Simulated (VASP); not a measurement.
A run of VASP 6.6.1:

The input INCAR:

```
SYSTEM = Zn
  ALGO = Fast
  EDIFF = 1E-6
  ENCUT = 520
  ISIF = 2
  ISMEAR = 0
  LASPH = .TRUE.
  LCHARG = .TRUE.
  LELF = .TRUE.
  LREAL = .FALSE.
  LVHAR = .TRUE.
  LWAVE = .FALSE.
  NBANDS = 12
  NELM = 80
  PREC = Accurate
  SIGMA = 0.15
```

File KPOINTS:

```
k-points
0
G
  20 20 20
  0 0 0
```

Contents of POSCAR:

```
Zn
1.0
   -1.4856136926      1.5056386871      1.4856136926
    1.4856136926     -1.5056386871      1.4856136926
    1.4856136926      1.5056386871     -1.4856136926
Zn
1
Direct
    0.0000000000      0.0000000000      0.0000000000
```

Potentials or basis: VASP PAW LDA potentials, release 64 (Zn).

Launch:

```sh
$ cat potpaw_LDA.64/Zn/POTCAR > POTCAR
$ mpirun -np 1 vasp_std > vasp.out
```

Hardware: 1 thread of Intel(R) Xeon(R) 6975P-C (Granite Rapids) (shared host).

Problem. How long does it take, and how much memory?

Solution. Run time: 33 s on 1 thread of Intel(R) Xeon(R) 6975P-C (Granite Rapids), with other jobs on the host, peak memory 0.2 GiB. Counts: scf iterations 11, k points 641.
